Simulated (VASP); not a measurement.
# Ta: relaxation of cell and atoms with PBEsol

Ta:

```
CELL_PARAMETERS angstrom
2.67407 0.00000 0.00000
0.00000 2.67407 0.00000
0.00000 0.00000 2.67407
ATOMIC_POSITIONS crystal
Ta 0.00000 0.00000 0.00000
```

```yaml
Program: VASP 6.6.1
Task: relaxation of cell and atoms
Functional: PBEsol
Potentials_or_basis: VASP PAW PBE potentials, release 64 (Ta_pv)
Cutoff: 600 eV
k_mesh: 14 × 14 × 14
Occupations: fermi-dirac, width 0.05 eV
Spin: no spin polarisation
Dipole_correction: no
Further_INCAR_settings: ALGO = Normal; EDIFF = 1e-06; IBRION = 2; EDIFFG = -0.005; NSW = 60; ISIF = 3
```

| Item | Value |
| --- | --- |
| Relaxed volume | 19.89 Å³/atom |
| Relaxed cell | a = 2.709 Å, b = 2.709 Å, c = 2.709 Å, α = 90.00°, β = 90.00°, γ = 90.00° |
| Space group after relaxing (to 0.05 Å) | Pm-3m (No. 221) |
| Energy gained by relaxing | 14.9 meV/atom |
| Ionic steps | 4 |
| Pressure after relaxing | 0.0 GPa |

Step by step:
| step | energy change (eV) | largest force (eV/Å) | pressure (GPa) | volume (Å³) |
| --- | --- | --- | --- | --- |
| 1 | 0.0000 | 0.0000 | 6.53 | 19.12 |
| 2 | 0.0314 | 0.0000 | -9.51 | 21.36 |
| 3 | -0.0149 | 0.0000 | -0.12 | 19.90 |
| 4 | -0.0149 | 0.0000 | -0.02 | 19.89 |

Final structure:
```xyz
1
Lattice="2.7093 0.0000 0.0000 0.0000 2.7093 0.0000 0.0000 0.0000 2.7093" Properties=species:S:1:pos:R:3 pbc="T T T"
Ta    0.0000    0.0000    0.0000
```

Levels at points of the mesh, in eV from the Fermi level:
```
           k point  band 3  band 4  band 5  band 6  band 7  band 8  band 9
(0.00, 0.00, 0.00)  -33.29   -7.41   -2.74   -2.74    6.36    6.36    6.36
(0.50, 0.00, 0.00)  -33.16   -3.85   -1.74    0.04    2.44    2.44    6.79
(0.50, 0.50, 0.00)  -33.05   -4.17   -1.45    3.26    3.26    5.32    5.32
(0.50, 0.50, 0.50)  -34.25   -2.47   -2.47   -2.47    7.61    9.34    9.34
```

Wall time 29 s on 1 thread of Intel(R) Xeon(R) Platinum 8488C (Sapphire Rapids) (shared host), peak memory 0.17 GiB.

Caveat: the PAW data sets were made with another functional, which shifts forces and pressure a little; spin-orbit coupling is left out, which moves the levels of the heavy elements.
